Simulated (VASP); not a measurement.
# PbO2 (Fm-3m) in VASP: notebook, part 2 of 2

VASP 6.6.1. The steps go on from the part before.

## Step 3: Electric field gradients, PBE

File INCAR:

```
PREC     = Accurate       # precision mode
ENCUT    = 520            # plane-wave cutoff, eV
EDIFF    = 1E-8           # SCF threshold, eV
ISMEAR   = -1             # smearing method
SIGMA    = 0.02           # smearing width, eV
LREAL    = F              # projectors in reciprocal space
LASPH    = T              # aspherical terms in the spheres
NELM     = 80             # most SCF steps
ALGO     = Normal         # electronic algorithm
ISIF     = 2              # what is computed and relaxed
LWAVE    = F              # write WAVECAR
LCHARG   = F              # write CHGCAR
GGA      = PE             # functional
LEFG     = T            
NBANDS   = 20             # bands
```

File KPOINTS:

```
regular mesh
0
Gamma
  9 9 9
```

File POSCAR:

```
PbO2
1.0
    0.0000000000      2.7048413965      2.7048413965
    2.7048413965      0.0000000000      2.7048413965
    2.7048413965      2.7048413965      0.0000000000
Pb O
1 2
Direct
    0.0000000000      0.0000000000      0.0000000000
    0.2500000000      0.2500000000      0.2500000000
    0.7500000000      0.7500000000      0.7500000000
```

Potentials or basis: VASP PAW PBE potentials, release 64 (Pb_d, O).

Command:

```bash
cat potpaw_PBE.64/Pb_d/POTCAR potpaw_PBE.64/O/POTCAR > POTCAR
mpirun -np 1 vasp_std > vasp.out
```

OUTCAR:

```text
PREC = Accurate
   ENCUT = 520
   EDIFF = 1E-8
   ISMEAR = -1
   LREAL = F
   LASPH = T
   NELM = 80
   ISIF = 2
   GGA = PE

 ion  position               nearest neighbor table
   1  0.000  0.000  0.000-   3 2.34   3 2.34   3 2.34   2 2.34   2 2.34   2 2.34   3 2.34   2 2.34

   2  0.250  0.250  0.250-   1 2.34   1 2.34   1 2.34   1 2.34
   3  0.750  0.750  0.750-   1 2.34   1 2.34   1 2.34   1 2.34

  LATTYP: Found a face centered cubic cell.
 ALAT       =     5.4096827930

  Lattice vectors:

 A1 = (   0.0000000000,   2.7048413965,   2.7048413965)
 A2 = (   2.7048413965,   0.0000000000,   2.7048413965)
 A3 = (   2.7048413965,   2.7048413965,   0.0000000000)

Analysis of symmetry for initial positions (statically):
=====================================================================
 Subroutine PRICEL returns:
 Original cell was already a primitive cell.

[... 747 lines left out ...]
     2.704841396  0.000000000  2.704841396     0.184853722 -0.184853722  0.184853722
     2.704841396  2.704841396  0.000000000     0.184853722  0.184853722 -0.184853722

 POSITION                                       TOTAL-FORCE (eV/Angst)
 -----------------------------------------------------------------------------------
      0.00000      0.00000      0.00000        -0.000000      0.000000     -0.000000
      1.35242      1.35242      1.35242        -0.000000     -0.000000     -0.000000
      4.05726      4.05726      4.05726         0.000000     -0.000000      0.000000
 -----------------------------------------------------------------------------------
    total drift:                                0.000000      0.000000      0.000000

  FREE ENERGIE OF THE ION-ELECTRON SYSTEM (eV)
  ---------------------------------------------------
  free  energy   TOTEN  =       -15.6116489309 eV

  energy  without entropy=      -15.6099312471  energy(sigma->0) =      -15.61079009

 Electric field gradients (V/A^2)
---------------------------------------------------------------------
 ion       V_xx      V_yy      V_zz      V_xy      V_xz      V_yz
---------------------------------------------------------------------
   1      -0.000     0.000     0.000     0.001     0.001     0.001
   2      -0.000    -0.000    -0.000     0.004     0.004     0.004
   3      -0.000    -0.000    -0.000     0.004     0.004     0.004
---------------------------------------------------------------------

 Electric field gradients after diagonalization (V/A^2)
 (convention: |V_zz| > |V_xx| > |V_yy|)
----------------------------------------------------------------------
 ion       V_xx      V_yy      V_zz     asymmetry (V_yy - V_xx)/ V_zz
----------------------------------------------------------------------
   1      -0.001    -0.001     0.002       0.000
   2      -0.004    -0.004     0.007       0.000
   3      -0.004    -0.004     0.007       0.000
----------------------------------------------------------------------

           NMR quadrupolar parameters

 Cq : quadrupolar parameter    Cq=e*Q*V_zz/h
 eta: asymmetry parameters     (V_yy - V_xx)/ V_zz
 Q  : nuclear electric quadrupole moment in mb (millibarn)
----------------------------------------------------------------------
 ion       Cq(MHz)       eta       Q (mb)
----------------------------------------------------------------------
   1       0.000       0.000       1.000
   2       0.000       0.000       1.000
   3       0.000       0.000       1.000
----------------------------------------------------------------------
```

OSZICAR:

```text
N       E                     dE             d eps       ncg     rms          rms(c)
DAV:   1     0.261033674925E+03    0.26103E+03   -0.13683E+04  1420   0.157E+03
DAV:   2     0.652373336828E+01   -0.25451E+03   -0.24220E+03  1492   0.425E+02
DAV:   3    -0.175958791095E+02   -0.24120E+02   -0.23578E+02  1676   0.133E+02
DAV:   4    -0.183203975627E+02   -0.72452E+00   -0.72376E+00  1556   0.234E+01
DAV:   5    -0.183416408810E+02   -0.21243E-01   -0.21242E-01  1864   0.425E+00    0.955E+00
DAV:   6    -0.156358776092E+02    0.27058E+01   -0.11325E+01  2108   0.410E+01    0.302E+00
DAV:   7    -0.156193984726E+02    0.16479E-01   -0.57594E-01  1552   0.815E+00    0.171E+00
DAV:   8    -0.156220341778E+02   -0.26357E-02   -0.17810E-01  1504   0.409E+00    0.861E-01
DAV:   9    -0.156109163554E+02    0.11118E-01   -0.29807E-02  1992   0.204E+00    0.170E-01
DAV:  10    -0.156116537764E+02   -0.73742E-03   -0.56683E-03  1496   0.513E-01    0.804E-02
DAV:  11    -0.156116475428E+02    0.62337E-05   -0.20080E-04  1644   0.114E-01    0.338E-02
DAV:  12    -0.156116492535E+02   -0.17107E-05   -0.39389E-05  1568   0.467E-02    0.121E-02
DAV:  13    -0.156116487706E+02    0.48282E-06   -0.89738E-06  1732   0.237E-02    0.118E-03
DAV:  14    -0.156116487500E+02    0.20632E-07   -0.32902E-07  1624   0.463E-03    0.158E-03
DAV:  15    -0.156116488924E+02   -0.14237E-06   -0.36006E-08  1404   0.182E-03    0.527E-04
DAV:  16    -0.156116489358E+02   -0.43372E-07   -0.21178E-08  1324   0.139E-03    0.627E-05
DAV:  17    -0.156116489309E+02    0.48653E-08   -0.15488E-09   940   0.361E-04
   1 F= -.15611649E+02 E0= -.15610790E+02  d E =-.171768E-02
```

stdout:

```text
POSCAR found type information on POSCAR PbO
 POSCAR found :  2 types and       3 ions
 scaLAPACK will be used
 LDA part: xc-table for (Slater+PW92), standard interpolation
 POSCAR, INCAR and KPOINTS ok, starting setup
 FFT: planning ... GRIDC
 FFT: planning ... GRID_SOFT
 FFT: planning ... GRID
 WAVECAR not read
 entering main loop
ion   1

ion   2

ion   3
```

Wall time 58 s (1 thread of AMD EPYC 7R13, shared host); peak memory 0.14 GiB.

What came out:

| Property | Result |
| --- | --- |
| Free energy | -15.6116 eV |
| Pressure | 0.1 GPa |
| Band gap on the k mesh | zero (bands 13 and 14 overlap by 1.14 eV) |
| Largest electric field gradient by atom | zero within the noise of the run |

Caveat: spin-orbit coupling is left out, which moves the levels of the heavy elements.
